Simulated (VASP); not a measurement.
# SiO2 (I-42d) in VASP: further runs, part 3 of 4

VASP 6.6.1. The steps go on from the part before.

## 4. Electric field gradients, PBEsol (volume scaled by 0.94)

The input, INCAR:

```
PREC     = Accurate       # precision mode
ENCUT    = 520            # plane-wave cutoff, eV
EDIFF    = 1E-8           # SCF threshold, eV
ISMEAR   = -1             # smearing method
SIGMA    = 0.03           # smearing width, eV
LREAL    = F              # projectors in reciprocal space
LASPH    = T              # aspherical terms in the spheres
NELM     = 60             # most SCF steps
ALGO     = Normal         # electronic algorithm
ISIF     = 2              # what is computed and relaxed
LWAVE    = F              # write WAVECAR
LCHARG   = F              # write CHGCAR
GGA      = PS             # functional
LEFG     = T            
NBANDS   = 25             # bands
```

The input, KPOINTS:

```
regular mesh
0
Gamma
  7 7 7
```

The input, POSCAR:

```
SiO2
1.0
   -2.3255864014      2.3255864014      3.6675703910
    2.3255864014     -2.3255864014      3.6675703910
    2.3255864014      2.3255864014     -3.6675703910
Si O
2 4
Direct
    0.0000000000      0.0000000000      0.0000000000
    0.7500000000      0.2500000000      0.5000000000
    0.9983800000      0.6250000000      0.8733800000
    0.3750000000      0.2483800000      0.3733800000
    0.7516200000      0.1250000000      0.1266200000
    0.8750000000      0.0016200000      0.6266200000
```

Potentials or basis: VASP PAW PBE potentials, release 64 (Si, O).

The run is started by

```
$ cat potpaw_PBE.64/Si/POTCAR potpaw_PBE.64/O/POTCAR > POTCAR
$ mpirun -np 1 vasp_std > vasp.out
```

OUTCAR:

```text
PREC = Accurate
   ENCUT = 520
   EDIFF = 1E-8
   ISMEAR = -1
   LREAL = F
   LASPH = T
   NELM = 60
   ISIF = 2
   GGA = PS

 ion  position               nearest neighbor table
   1  0.000  0.000  0.000-   3 1.59   4 1.59   5 1.59   6 1.59   2 2.96   2 2.96   2 2.96   2 2.96

   2  0.750  0.250  0.500-   3 1.59   4 1.59   5 1.59   6 1.59   1 2.96   1 2.96   1 2.96   1 2.96

   3  0.998  0.625  0.873-   1 1.59   2 1.59
   4  0.375  0.248  0.373-   1 1.59   2 1.59
   5  0.752  0.125  0.127-   1 1.59   2 1.59
   6  0.875  0.002  0.627-   1 1.59   2 1.59

  LATTYP: Found a body centered tetragonal cell.
 ALAT       =     4.6511728028
 C/A-ratio  =     1.5770518734

  Lattice vectors:

 A1 = (  -2.3255864014,   2.3255864014,   3.6675703910)
 A2 = (   2.3255864014,  -2.3255864014,   3.6675703910)
 A3 = (   2.3255864014,   2.3255864014,  -3.6675703910)

Analysis of symmetry for initial positions (statically):
=====================================================================
 Subroutine PRICEL returns:
 Original cell was already a primitive cell.

 Routine SETGRP: Setting up the symmetry group for a
 body centered tetragonal supercell.

 Subroutine GETGRP returns: Found  8 space group operations
 (whereof  4 operations were pure point group operations)
 out of a pool of 16 trial point group operations.

The static configuration has the point symmetry S_4 .
 The point group associated with its full space group is D_2d.

[... 855 lines left out ...]
  -------------------------------------------------------------------------------------
  Total        7.0826384      7.0826384      6.3015275      0.0000000      0.0000000      0.0000000
  in kB      143.0218019    143.0218019    127.2485998      0.0000000      0.0000000      0.0000000
  external PRESSURE =     137.7640679 kB  Pullay stress =       0.0000000 kB

 VOLUME and BASIS-vectors are now :
 -----------------------------------------------------------------------------
  energy-cutoff  :      520.00
  volume of cell :       79.34
      direct lattice vectors                 reciprocal lattice vectors
    -2.325586401  2.325586401  3.667570391     0.000000000  0.214999537  0.136330035
     2.325586401 -2.325586401  3.667570391     0.214999537  0.000000000  0.136330035
     2.325586401  2.325586401 -3.667570391     0.214999537  0.214999537  0.000000000

 POSITION                                       TOTAL-FORCE (eV/Angst)
 -----------------------------------------------------------------------------------
      0.00000      0.00000      0.00000        -0.000000      0.000000      0.000000
      0.00000      2.32559      1.83379        -0.000000      0.000000      0.000000
      1.16279      2.89945      2.75068        -0.000000      0.906724      0.000000
      0.57386      1.16279      0.91689         0.906724      0.000000      0.000000
     -1.16279      1.75172      2.75068        -0.000000     -0.906724     -0.000000
     -0.57386      3.48838      0.91689        -0.906724      0.000000     -0.000000
 -----------------------------------------------------------------------------------
    total drift:                               -0.000001     -0.000001     -0.000001

  FREE ENERGIE OF THE ION-ELECTRON SYSTEM (eV)
  ---------------------------------------------------
  free  energy   TOTEN  =       -49.0568415430 eV

  energy  without entropy=      -49.0568415430  energy(sigma->0) =      -49.05684154

 Electric field gradients (V/A^2)
---------------------------------------------------------------------
 ion       V_xx      V_yy      V_zz      V_xy      V_xz      V_yz
---------------------------------------------------------------------
   1       2.759     2.759    -5.518    -0.000    -0.000     0.000
   2       2.759     2.759    -5.518    -0.000     0.000    -0.000
   3      24.241   -24.851     0.610     0.002    59.695     0.002
   4     -24.851    24.241     0.610     0.002     0.002    59.695
   5      24.241   -24.851     0.610     0.002   -59.691     0.002
   6     -24.851    24.241     0.610     0.002     0.002   -59.691
---------------------------------------------------------------------

 Electric field gradients after diagonalization (V/A^2)
 (convention: |V_zz| > |V_xx| > |V_yy|)
----------------------------------------------------------------------
 ion       V_xx      V_yy      V_zz     asymmetry (V_yy - V_xx)/ V_zz
----------------------------------------------------------------------
   1       2.759     2.759    -5.518       0.000
   2       2.759     2.759    -5.518       0.000
   3     -48.427   -24.851    73.278       0.322
   4     -48.427   -24.851    73.278       0.322
   5     -48.423   -24.851    73.275       0.322
   6     -48.423   -24.851    73.275       0.322
----------------------------------------------------------------------

           NMR quadrupolar parameters

 Cq : quadrupolar parameter    Cq=e*Q*V_zz/h
 eta: asymmetry parameters     (V_yy - V_xx)/ V_zz
 Q  : nuclear electric quadrupole moment in mb (millibarn)
----------------------------------------------------------------------
 ion       Cq(MHz)       eta       Q (mb)
----------------------------------------------------------------------
   1      -0.013       0.000       1.000
   2      -0.013       0.000       1.000
   3       0.177       0.322       1.000
   4       0.177       0.322       1.000
   5       0.177       0.322       1.000
   6       0.177       0.322       1.000
----------------------------------------------------------------------
```

OSZICAR:

```text
N       E                     dE             d eps       ncg     rms          rms(c)
DAV:   1     0.168150446309E+03    0.16815E+03   -0.16479E+04  2000   0.116E+03
DAV:   2    -0.443899669429E+02   -0.21254E+03   -0.20414E+03  2641   0.275E+02
DAV:   3    -0.551003320324E+02   -0.10710E+02   -0.10670E+02  2687   0.634E+01
DAV:   4    -0.552004851013E+02   -0.10015E+00   -0.10011E+00  2391   0.695E+00
DAV:   5    -0.552016681696E+02   -0.11831E-02   -0.11829E-02  2677   0.742E-01    0.217E+01
DAV:   6    -0.491519659545E+02    0.60497E+01   -0.17921E+01  2452   0.271E+01    0.112E+01
DAV:   7    -0.490813471694E+02    0.70619E-01   -0.68901E-01  2573   0.455E+00    0.384E+00
DAV:   8    -0.490522767301E+02    0.29070E-01   -0.44658E-02  2558   0.170E+00    0.137E+00
DAV:   9    -0.490550053297E+02   -0.27286E-02   -0.17784E-02  2368   0.966E-01    0.253E-01
DAV:  10    -0.490567251145E+02   -0.17198E-02   -0.21090E-03  2419   0.276E-01    0.782E-02
DAV:  11    -0.490568261960E+02   -0.10108E-03   -0.39207E-04  2536   0.140E-01    0.178E-02
DAV:  12    -0.490568377541E+02   -0.11558E-04   -0.29646E-05  2400   0.351E-02    0.897E-03
DAV:  13    -0.490568411896E+02   -0.34355E-05   -0.35735E-06  2544   0.119E-02    0.542E-03
DAV:  14    -0.490568415174E+02   -0.32783E-06   -0.30978E-07  2479   0.347E-03    0.154E-03
DAV:  15    -0.490568415419E+02   -0.24473E-07   -0.31192E-08  2240   0.114E-03    0.451E-04
DAV:  16    -0.490568415430E+02   -0.11441E-08   -0.33834E-09  1894   0.406E-04
   1 F= -.49056842E+02 E0= -.49056842E+02  d E =-.259297E-11
```

Wall time 1.9 min (1 thread of Intel Xeon Platinum 8488C (Sapphire Rapids), shared host); peak memory 0.25 GiB.

Results:

* Free energy: -49.0568 eV
* Pressure: 13.8 GPa
* Largest force: 0.907 eV/Å
* Band gap on the k mesh: 6.36 eV, direct

Forces on the atoms (eV/Å):
```
Si   0.000  0.000  0.000
Si   0.000  0.000  0.000
O    0.000  0.907  0.000
O    0.907  0.000  0.000
O    0.000 -0.907  0.000
O   -0.907  0.000  0.000
```

Electric field gradients, principal values (V/Å²):
```csv
atom,least,middle,greatest (by size)
1 Si,2.759,2.759,-5.518
2 Si,2.759,2.759,-5.518
3 O,-24.851,-48.427,73.278
4 O,-24.851,-48.427,73.278
5 O,-24.851,-48.423,73.275
6 O,-24.851,-48.423,73.275
```

Caveat: without QUAD_EFG the Cq values of the log hold for a quadrupole moment of 1 mb, not for the nuclei; the PAW data sets were made with another functional, which shifts forces and pressure a little.

(Continued in part 4 of 4.)
